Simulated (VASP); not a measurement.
# TiCo (Pm-3m) in VASP: a series of runs

The runs below take TiCo through single point, with PBE.

Program: VASP 6.6.1. These are calculated values, not measurements. Logs are shortened: lines on timing, memory, paths and dates and some standing lists are left out, and cuts for length are marked.

## 1. The cell of the first run

It takes space group Pm-3m (No. 221, cubic). Conventional cell: a = 3.059 Å, b = 3.059 Å, c = 3.059 Å, α = 90.00°, β = 90.00°, γ = 90.00°. Ti (site symmetry m-3m) has 8 Co at 2.65 Å and 6 Ti at 3.06 Å within 3.5 Å. Within 3.5 Å of Co (site symmetry m-3m) lie 8 Ti at 2.65 Å and 6 Co at 3.06 Å.

## 2. Single point, PBE, collinear spin, ferromagnetic start

INCAR reads:

```
SYSTEM = TiCo
ALGO = Normal
EDIFF = 1E-6
ENCUT = 520
GGA = PE
ISIF = 2
ISMEAR = -1
ISPIN = 2
LASPH = .TRUE.
LCHARG = .FALSE.
LMAXMIX = 4
LORBIT = 11
LREAL = .FALSE.
LWAVE = .FALSE.
MAGMOM = 0 2.5
NBANDS = 22
NELM = 150
PREC = Accurate
SIGMA = 0.1
```

KPOINTS reads:

```
k-points
0
G
  10 10 10
  0 0 0
```

POSCAR reads:

```
TiCo
1.0
    3.0589715329      0.0000000000      0.0000000000
    0.0000000000      3.0589715329      0.0000000000
    0.0000000000      0.0000000000      3.0589715329
Ti Co
1 1
Direct
    0.0000000000      0.0000000000      0.0000000000
    0.5000000000      0.5000000000      0.5000000000
```

Potentials or basis: VASP PAW PBE potentials, release 64 (Ti_sv, Co).

Launch:

```bash
cat potpaw_PBE.64/Ti_sv/POTCAR potpaw_PBE.64/Co/POTCAR > POTCAR
mpirun -np 1 vasp_std > vasp.out
```

OUTCAR:

```text
SYSTEM = TiCo
   EDIFF = 1E-6
   ENCUT = 520
   GGA = PE
   ISIF = 2
   ISMEAR = -1
   ISPIN = 2
   LASPH = .TRUE.
   LORBIT = 11
   LREAL = .FALSE.
   NELM = 150
   PREC = Accurate

 ion  position               nearest neighbor table
   1  0.000  0.000  0.000-   2 2.65   2 2.65   2 2.65   2 2.65   2 2.65   2 2.65   2 2.65   2 2.65

   2  0.500  0.500  0.500-   1 2.65   1 2.65   1 2.65   1 2.65   1 2.65   1 2.65   1 2.65   1 2.65

  LATTYP: Found a simple cubic cell.
 ALAT       =     3.0589715329

  Lattice vectors:

 A1 = (   3.0589715329,   0.0000000000,   0.0000000000)
 A2 = (   0.0000000000,   3.0589715329,   0.0000000000)
 A3 = (   0.0000000000,   0.0000000000,   3.0589715329)

Analysis of symmetry for initial positions (statically):
=====================================================================
 Subroutine PRICEL returns:
 Original cell was already a primitive cell.

 Routine SETGRP: Setting up the symmetry group for a
 simple cubic supercell.

 Subroutine GETGRP returns: Found 48 space group operations
 (whereof 48 operations were pure point group operations)
 out of a pool of 48 trial point group operations.

The static configuration has the point symmetry O_h .

Analysis of symmetry for dynamics (positions and initial velocities):
=====================================================================
 Subroutine PRICEL returns:
 Original cell was already a primitive cell.

 Routine SETGRP: Setting up the symmetry group for a
 simple cubic supercell.

 Subroutine GETGRP returns: Found 48 space group operations
 (whereof 48 operations were pure point group operations)
 out of a pool of 48 trial point group operations.

The dynamic configuration has the point symmetry O_h .

Analysis of structural, dynamic, and magnetic symmetry:
=====================================================================
 Subroutine PRICEL returns:
 Original cell was already a primitive cell.

 Routine SETGRP: Setting up the symmetry group for a
 simple cubic supercell.

 Subroutine GETGRP returns: Found 48 space group operations
 (whereof 48 operations were pure point group operations)
 out of a pool of 48 trial point group operations.

The overall configuration has the point symmetry O_h .

 Subroutine INISYM returns: Found 48 space group operations
 (whereof 48 operations are pure point group operations),
 and found     1 'primitive' translations

----------------------------------------------------------------------------------------

                                     Primitive cell

  volume of cell :      28.6237

  direct lattice vectors                    reciprocal lattice vectors
     3.058971533  0.000000000  0.000000000     0.326907259  0.000000000  0.000000000
     0.000000000  3.058971533  0.000000000     0.000000000  0.326907259  0.000000000
     0.000000000  0.000000000  3.058971533     0.000000000  0.000000000  0.326907259

  length of vectors
     3.058971533  3.058971533  3.058971533     0.326907259  0.326907259  0.326907259

  position of ions in fractional coordinates (direct lattice)
     0.000000000  0.000000000  0.000000000
     0.500000000  0.500000000  0.500000000

  ion indices of the primitive-cell ions
   primitive index   ion index
                 1           1
                 2           2

----------------------------------------------------------------------------------------

 KPOINTS: k-points

Automatic generation of k-mesh.
 Grid dimensions read from file:
 generate k-points for:   10   10   10

 Generating k-lattice:

  Cartesian coordinates                     Fractional coordinates (reciprocal lattice)
     0.032690726  0.000000000  0.000000000     0.100000000  0.000000000  0.000000000
     0.000000000  0.032690726  0.000000000     0.000000000  0.100000000  0.000000000
     0.000000000  0.000000000  0.032690726     0.000000000  0.000000000  0.100000000

  Length of vectors
     0.032690726  0.032690726  0.032690726

  Shift w.r.t. Gamma in fractional coordinates (k-lattice)
     0.000000000  0.000000000  0.000000000

 Subroutine IBZKPT returns following result:
 ===========================================

 Found     56 irreducible k-points:

 Following reciprocal coordinates:
            Coordinates               Weight
  0.000000  0.000000  0.000000      1.000000
  0.100000  0.000000  0.000000      6.000000
  0.200000  0.000000  0.000000      6.000000
  0.300000  0.000000  0.000000      6.000000
  0.400000  0.000000  0.000000      6.000000
  0.500000  0.000000  0.000000      3.000000
[... 16 lines left out ...]
  0.200000  0.100000  0.100000     24.000000
  0.300000  0.100000  0.100000     24.000000
 [... further k-points ...]
   k-points           NKPTS =     56   k-points in BZ     NKDIM =     56   number of bands    NBANDS=     22
   number of dos      NEDOS =    301   number of ions     NIONS =      2
   total plane-waves  NPLWV =  13824
   dimension x,y,z NGX =    24 NGY =   24 NGZ =   24
   dimension x,y,z NGXF=    48 NGYF=   48 NGZF=   48
   ions per type =               1   1
   NGX,Y,Z   is equivalent  to a cutoff of  13.04, 13.04, 13.04 a.u.
   NGXF,Y,Z  is equivalent  to a cutoff of  26.09, 26.09, 26.09 a.u.
 SYSTEM =  TiCo
   PREC   = accura    normal or accurate (medium, high low for compatibility)
   ISTART =      0    job   : 0-new  1-cont  2-samecut
   ICHARG =      2    charge: 1-file 2-atom 10-const
   ISPIN  =      2    spin polarized calculation?
   LNONCOLLINEAR =      F non collinear calculations
   LSORBIT =      F    spin-orbit coupling
   LASPH  =      T    aspherical Exc in radial PAW
   ENCUT  =  520.0 eV  38.22 Ry    6.18 a.u.   5.69  5.69  5.69*2*pi/ulx,y,z
   NELM   =    150;   NELMIN=  2; NELMDL= -5     # of ELM steps
   EDIFF  = 0.1E-05   stopping-criterion for ELM
   LREAL  =      F    real-space projection
   EDIFFG = 0.1E-04   stopping-criterion for IOM
   NSW    =      0    number of steps for IOM
   IBRION =     -1    ionic relax: 0-MD 1-quasi-New 2-CG
   NFREE  =      0    steps in history (QN), initial steepest desc. (CG)
   ISIF   =      2    stress and relaxation
   ISYM   =      2    0-nonsym 1-usesym 2-fastsym
   POTIM  = 0.5000    time-step for ionic-motion
   TEBEG  =    0.0;   TEEND  =   0.0 temperature during run
   PSTRESS=    0.0 pullay stress
   NELECT =      21.0000    total number of electrons
   NUPDOWN=      -1.0000    fix difference up-down
   EMIN   =  10.00;   EMAX   =-10.00  energy-range for DOS
   EFERMI =   0.00;   METHOD = LEGACY
   ISMEAR =    -1;   SIGMA  =   0.10  broadening in eV -4-tet -1-fermi 0-gaus
   EFERMI_NEDOS =   21; number of points for ismear=-14 and -15
   IALGO  =     38    algorithm
   IMIX   =      4    mixing-type and parameters
     AMIX     =   0.40;   BMIX     =  1.00
     AMIX_MAG =   1.60;   BMIX_MAG =  1.00
  volume/ion in A,a.u.               =      14.31        96.58
  Fermi-wavevector in a.u.,A,eV,Ry     =   1.476519  2.790217 29.662191  2.180110
  Thomas-Fermi vector in A             =   2.591036
   LORBIT       =     11    0 simple, 1 ext, 2 COOP (PROOUT), +10 PAW based schemes
   GGA     = PE    functional components
   LHFCALC =     F    Hartree Fock is set to
   AEXX    =    0.0000 exact exchange contribution
   IVDW    =     0    specifies the selected vdW correction
   LEPSILON=     F    determine dielectric tensor
   LRPA    =     F    only Hartree local field effects (RPA)
 spin polarized calculation
  energy-cutoff  :      520.00
  volume of cell :       28.62
 maximum number of plane-waves:       804
 NGX is ok and might be reduce to    24
   NGX = 11   NGY = 11   NGZ = 11

 number of electron      21.0000018 magnetization       0.8633367

 Free energy of the ion-electron system (eV)
  ---------------------------------------------------
  ext. energy  EPLUGINS =         0.00000000
  ---------------------------------------------------
  free energy    TOTEN  =       -15.63201957 eV

  energy without entropy =      -15.57269321  energy(sigma->0) =      -15.60235639

 E-fermi :   8.9902     XC(G=0): -12.1936

 val. band max:        8.9448607275   @ k =   0.4000   0.1000   0.1000
 cond. band min:       8.9967764518   @ k =   0.5000   0.4000   0.0000
 fundamental gap:      0.0519157243
 Fermi energy:         8.9901943617

 spin component 1

 k-point     1 :       0.0000    0.0000    0.0000
  band No.  band energies     occupation
      1     -48.2195      1.00000
      2     -24.3296      1.00000
      3     -24.3296      1.00000
      4     -24.3296      1.00000
      5       1.6533      1.00000
      6       5.1635      1.00000
[... 14 lines left out ...]
     21      26.8564      0.00000
     22      29.4050      0.00000

 k-point     2 :       0.1000    0.0000    0.0000
  band No.  band energies     occupation
      1     -48.2173      1.00000
      2     -24.3518      1.00000
      3     -24.3279      1.00000
      4     -24.3279      1.00000
      5       1.8387      1.00000
      6       5.2318      1.00000
[... 542 lines left out ...]
 k-point    24 :       0.3000    0.1000    0.1000
  band No.  band energies     occupation
      1     -48.2004      1.00000
      2     -24.4753      1.00000
      3     -24.3380      1.00000
      4     -24.3367      1.00000
      5       3.5027      1.00000
      6       5.7596      1.00000
[... 14 lines left out ...]
     21      26.1105      0.00000
     22      26.1803      0.00000

 [... further k-points ...]

 spin component 2

 k-point     1 :       0.0000    0.0000    0.0000
  band No.  band energies     occupation
      1     -48.2875      1.00000
      2     -24.3990      1.00000
      3     -24.3990      1.00000
      4     -24.3990      1.00000
      5       1.6104      1.00000
      6       5.8910      1.00000
[... 14 lines left out ...]
     21      27.0027      0.00000
     22      29.2383      0.00000

 k-point     2 :       0.1000    0.0000    0.0000
  band No.  band energies     occupation
      1     -48.2853      1.00000
      2     -24.4216      1.00000
      3     -24.3974      1.00000
      4     -24.3974      1.00000
      5       1.7962      1.00000
      6       5.9658      1.00000
[... 542 lines left out ...]
 k-point    24 :       0.3000    0.1000    0.1000
  band No.  band energies     occupation
      1     -48.2682      1.00000
      2     -24.5465      1.00000
      3     -24.4077      1.00000
      4     -24.4064      1.00000
      5       3.4778      1.00000
      6       6.4084      1.00000
[... 14 lines left out ...]
     21      26.0343      0.00000
     22      26.2145      0.00000

 [... further k-points ...]
[... 5 lines left out ...]
  --------------------------------------------------------------------------------------
  -------------------------------------------------------------------------------------
  Total       -1.9048062     -1.9048062     -1.9048062     -0.0000000      0.0000000      0.0000000
  in kB     -106.6191173   -106.6191173   -106.6191173     -0.0000000      0.0000000      0.0000000
  external PRESSURE =    -106.6191173 kB  Pullay stress =       0.0000000 kB

 VOLUME and BASIS-vectors are now :
 -----------------------------------------------------------------------------
  energy-cutoff  :      520.00
  volume of cell :       28.62
      direct lattice vectors                 reciprocal lattice vectors
     3.058971533  0.000000000  0.000000000     0.326907259  0.000000000  0.000000000
     0.000000000  3.058971533  0.000000000     0.000000000  0.326907259  0.000000000
     0.000000000  0.000000000  3.058971533     0.000000000  0.000000000  0.326907259

 POSITION                                       TOTAL-FORCE (eV/Angst)
 -----------------------------------------------------------------------------------
      0.00000      0.00000      0.00000         0.000000      0.000000      0.000000
      1.52949      1.52949      1.52949         0.000000      0.000000      0.000000
 -----------------------------------------------------------------------------------
    total drift:                                0.000000      0.000000     -0.000000

  FREE ENERGIE OF THE ION-ELECTRON SYSTEM (eV)
  ---------------------------------------------------
  free  energy   TOTEN  =       -15.6320195704 eV

  energy  without entropy=      -15.5726932143  energy(sigma->0) =      -15.60235639

 total charge

# of ion       s       p       d       tot
------------------------------------------
    1        2.231   6.156   1.803  10.190
    2        0.498   0.416   7.260   8.175
--------------------------------------------------
tot          2.730   6.572   9.063  18.365

 magnetization (x)

# of ion       s       p       d       tot
------------------------------------------
    1       -0.004  -0.015  -0.073  -0.092
    2        0.028  -0.009   1.016   1.035
--------------------------------------------------
tot          0.024  -0.024   0.943   0.943
```

Run time: 36 s. Hardware: 1 thread of AMD EPYC 9R45 (Zen 5), shared host; peak memory 0.16 GiB.

Results:

- Free energy: -15.6320 eV
- Pressure: -10.7 GPa
- Net moment: 0.86 μB per cell
- Site moments: Ti -0.09; Co +1.03 μB
- Valence electrons inside the program's atomic spheres: Ti 10.19; Co 8.18

Caveat: the cell stands under tension.

(Continued in part 2 of 2.)
